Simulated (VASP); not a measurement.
The system is HfO2.

```
Hf O
1.0
     3.60228    0.00000    0.00000
    -1.80114    3.11967    0.00000
     0.00000    0.00000    2.70389
Hf O
1 2
Direct
  0.00000 0.00000 0.00000
  0.33333 0.66667 0.50000
  0.66667 0.33333 0.50000
```

* Program: VASP 6.6.1
* Task: relaxation of cell and atoms
* Functional: PBE
* Potentials or basis: VASP PAW PBE potentials, release 64 (Hf_pv, O)
* Cutoff: 600 eV
* k mesh: 12 × 12 × 18
* Occupations: gaussian, width 0.1 eV
* Spin: no spin polarisation

At the start: pressure -3.3 GPa; volume 10.13 Å³/atom.

Where does the relaxation end?

Over 3 steps the energy falls by 2.1 meV/atom and the volume is 9.97 Å³/atom (-1.6 %); space group P6/mmm (No. 191, to 0.1 Å) before and after.

Step by step:
```tsv
step	energy change (eV)	largest force (eV/Å)	pressure (GPa)	volume (Å³)
1	0.0000	0.0000	-3.35	30.39
2	-0.0003	0.0000	3.36	29.46
3	-0.0063	0.0000	-0.06	29.91
```

Final structure:
```xyz
3
Lattice="3.5901 0.0000 0.0000 -1.7951 3.1091 0.0000 0.0000 0.0000 2.6799" Properties=species:S:1:pos:R:3 pbc="T T T"
Hf    0.0000    0.0000    0.0000
O     0.0000    2.0728    1.3400
O     1.7951    1.0364    1.3400
```
